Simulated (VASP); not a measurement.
Runs of VASP 6.6.1 on Ir. The structure is that of space group Fm-3m (No. 225), or close to it. The cells are those of the table. 

| level | potentials or basis | spin | cell | k mesh | cutoff (eV) | smearing | grid for exact exchange (PRECFOCK) | share of exact exchange | screening parameter | gap on the mesh (eV) | pressure (GPa) |
| --- | --- | --- | --- | --- | --- | --- | --- | --- | --- | --- | --- |
| r2SCANh | VASP PAW PBE potentials, release 64 (Ir_sv_GW) | off | a = 2.654 Å, angles 60.0°, 1 atom | 6 × 6 × 6 | 460 | fermi-dirac 0.05 eV | Normal | 0.1 | - | none | 25.8 |
| HSE06 | VASP PAW PBE potentials, release 64 (Ir) | off | a = 2.709 Å, angles 60.0°, 1 atom | 8 × 8 × 8 | 520 | fermi-dirac 0.05 eV | Normal | 0.25 | 0.2079 1/Å | none | 1.9 |
| PBEsol-based screened hybrid with 25 % exact exchange | VASP PAW PBE potentials, release 64 (Ir) | off | a = 2.709 Å, angles 60.0°, 1 atom | 6 × 6 × 6 | 520 | fermi-dirac 0.05 eV | Normal | 0.25 | 0.207 1/Å | none | -5.9 |
| B3LYP | VASP PAW PBE potentials, release 64 (Ir) | off | a = 2.750 Å, angles 60.0°, 1 atom | 6 × 6 × 6 | 520 | fermi-dirac 0.05 eV | Normal | 0.2 | - | none | (b) |
| PBEsol+D3(BJ) | VASP PAW PBE potentials, release 64 (Ir_sv_GW) | non-collinear, typed start, SOC | a = 2.709 Å, angles 60.0°, 1 atom | 12 × 12 × 12 | 560 | fermi-dirac 0.01 eV | - | - | - | - | (a) |
| r2SCAN | VASP PAW PBE potentials, release 64 (Ir_sv_GW) | off | a = 2.709 Å, angles 60.0°, 1 atom | 12 × 12 × 12 | 550 | fermi-dirac 0.05 eV | - | - | - | none | 1.3 |
| PBE-based screened hybrid with 25 % exact exchange | VASP PAW PBE potentials, release 64 (Ir) | off | a = 2.708 Å, angles 60.0°, 1 atom | 6 × 6 × 6 | 520 | fermi-dirac 0.05 eV | Normal | 0.25 | 0.3 1/Å | none | 2.6 |

Problem. Estimate the missing entries.

Solution. (a) -9.0; (b) 3.5.

Caveats: some runs use coarse meshes; the PAW data sets were made with another functional, which shifts forces and pressure a little; spin-orbit coupling is left out, which moves the levels of the heavy elements (at least some runs); the cell stands under tension (at least some runs).

A k mesh can miss the band edges, and rows without SOC leave out spin-orbit coupling on Ir.

A gap of «none» marks levels without a gap at the run's occupations.

The runs don't all hold the same shells in valence.
